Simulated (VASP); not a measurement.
A run of VASP 6.6.1 is set up as follows.

File INCAR:

```
SYSTEM = ScAsSe4
ALGO = Normal
EDIFF = 1E-6
ENCUT = 500
GGA = PE
GGA_COMPAT = .False.
ISIF = 2
ISMEAR = 0
LASPH = .True.
LCHARG = .False.
LREAL = .False.
LWAVE = .False.
NBANDS = 29
NELM = 120
PREC = Accurate
SIGMA = 0.15
```

Contents of KPOINTS:

```
k-points
0
Gamma
  3 3 3
  0 0 0
```

POSCAR

```
ScAsSe4
1.0
    2.3046469567      1.3305885408      7.6547535702
   -2.3046469567      1.3305885408      7.6547535702
    0.0000000000     -2.6611770817      7.6547535702
Sc As Se
1 1 4
Direct
    0.5000000000      0.5000000000      0.5000000000
    0.0000000000      0.0000000000      0.0000000000
    0.3760219895      0.3760219895      0.3760219895
    0.8754080912      0.8754080912      0.8754080912
    0.1245919088      0.1245919088      0.1245919088
    0.6239780105      0.6239780105      0.6239780105
```

Potentials or basis: VASP PAW PBE potentials, release 64 (Sc_sv, As, Se).

Run with:

```console
$ cat potpaw_PBE.64/Sc_sv/POTCAR potpaw_PBE.64/As/POTCAR potpaw_PBE.64/Se/POTCAR > POTCAR
$ mpirun -np 1 vasp_std > vasp.out
```

Task: Estimate the largest force.

Result: 0.058 eV/Å.

Task: What does it give for the band gap on the k mesh?

Result: Zero (bands 20 and 21 overlap by 0.89 eV).

Forces in eV/Å, atoms in the order of the input:
```
Sc   0.000  0.000  0.000
As   0.000  0.000  0.000
Se   0.000  0.000 -0.013
Se   0.000  0.000 -0.058
Se   0.000  0.000  0.058
Se   0.000  0.000  0.013
```

Caveat: the k points lie up to 0.53 Å⁻¹ apart, too coarse for converged energies and pressures of a metal.
